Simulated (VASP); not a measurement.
Set up this calculation in VASP 6.6.1, as the native input.

| Quantity | Value |
| --- | --- |
| Task | single point |
| Functional | PBE |
| Potentials or basis | VASP PAW PBE potentials, release 64 (Ag) |
| Cutoff | 500 eV |
| k mesh | 20 × 20 × 20 |
| Occupations | fermi-dirac, width 0.1 eV |
| Spin | no spin polarisation |
| Dipole correction | no |
| Further INCAR settings | ALGO = Normal; EDIFF = 1e-06; NBANDS = 12 |

The structure of Ag lies in POSCAR:

```
Ag
1.0
   -1.5857823798      1.5857823798      1.5857823798
    1.5857823798     -1.5857823798      1.5857823798
    1.5857823798      1.5857823798     -1.5857823798
Ag
1
Direct
    0.0000000000      0.0000000000      0.0000000000
```

This isn't the form of Ag at room conditions, which is fcc.

These files were run (other wordings do the same):

INCAR

```
PREC = Accurate ; ENCUT = 500
EDIFF = 1E-6 ; ISMEAR = -1
SIGMA = 0.1 ; LREAL = F
LASPH = T ; NELM = 120
ALGO = Normal ; ISIF = 2
LWAVE = F ; LCHARG = T
GGA = PE ; LELF = T
LVHAR = T ; NBANDS = 12
GGA_COMPAT = F
```

KPOINTS

```
regular mesh
0
Gamma
  20 20 20
```

Potentials or basis: VASP PAW PBE potentials, release 64 (Ag).

Run with:

```console
$ cat potpaw_PBE.64/Ag/POTCAR > POTCAR
$ mpirun -np 1 vasp_std > vasp.out
```

It gave:

| Property | Result |
| --- | --- |
| Pressure | 14.8 GPa |
| Band gap on the k mesh | zero (an odd number of electrons rules out a gap without spin polarisation) |

Caveat: the cell stands under pressure.

Wall time 27 s on 1 thread of Intel(R) Xeon(R) 6975P-C (Granite Rapids), on a shared host, peak memory 0.16 GiB.
